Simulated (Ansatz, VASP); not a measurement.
One calculation of TaN, two programs

File INCAR:

```
PREC     = Accurate       # precision mode
ENCUT    = 600            # plane-wave cutoff, eV
EDIFF    = 1E-6           # SCF threshold, eV
ISMEAR   = 0              # smearing method
SIGMA    = 0.1            # smearing width, eV
LREAL    = F              # projectors in reciprocal space
LASPH    = T              # aspherical terms in the spheres
NELM     = 60             # most SCF steps
ALGO     = Normal         # electronic algorithm
ISIF     = 3              # what is computed and relaxed
LWAVE    = F              # write WAVECAR
LCHARG   = F              # write CHGCAR
GGA      = PE             # functional
IBRION   = 2              # ionic algorithm
NSW      = 100            # ionic steps
EDIFFG   = -0.005         # ionic threshold
```

The input KPOINTS:

```
regular mesh
0
Gamma
  16 16 16
```

POSCAR

```
TaN
1.0
    0.0000000000      2.1951566050      2.1951566050
    2.1951566050      0.0000000000      2.1951566050
    2.1951566050      2.1951566050      0.0000000000
Ta N
1 1
Direct
    0.5000000000      0.5000000000      0.5000000000
    0.0000000000      0.0000000000      0.0000000000
```

Input for Ansatz:

```yaml
crystal:
  lattice:
    - [0.0, 2.195156605, 2.195156605]
    - [2.195156605, 0.0, 2.195156605]
    - [2.195156605, 2.195156605, 0.0]
  atoms:
    - { symbol: Ta, position: [0.5, 0.5, 0.5] }
    - { symbol: "N", position: [0.0, 0.0, 0.0] }
basis:
  ecutwfc: 420
kpoints:
  mp_grid: { grid: [16, 16, 16] }
hamiltonian:
  xc: pbe
scf:
  occupations: { method: gaussian, width: 0.1 }
output:
  forces: true
  stress: true
  eigenvalues: true
relax:
  adjacent_minimum: "off"
  f_tol: 0.005
  max_steps: 80
  cell: { stress_tol: 0.05 }
```

Alike in both runs: task relaxation of cell and atoms; functional PBE; k mesh 16 × 16 × 16; occupations gaussian, width 0.1 eV; no spin polarisation.

```csv
,VASP,Ansatz
version,VASP 6.6.1,Ansatz 0.2.0
potentials or method,"VASP PAW PBE potentials, release 64 (Ta_pv, N), cutoff 600 eV","scalar-relativistic, plane waves, PAW"
valence electrons in the cell,16,18
```

VASP gave:

* gap on the k mesh at the Fermi level, each at its own relaxed structure (eV): none
* relaxed volume (Å³/atom): 10.80
* relaxed cell length with the largest relative difference (Å): 3.126

Q: Estimate Ansatz's values.

A: gap on the k mesh at the Fermi level, each at its own relaxed structure (eV): none; relaxed volume (Å³/atom): 10.77; relaxed cell length with the largest relative difference (Å): 3.123.

A gap of «none» marks a metal or a gap that the smearing closes. VASP's potentials hold 16 valence electrons a cell and Ansatz's 18, so a difference there can come from the potentials and not from the codes.

Neither program's run includes spin-orbit coupling.
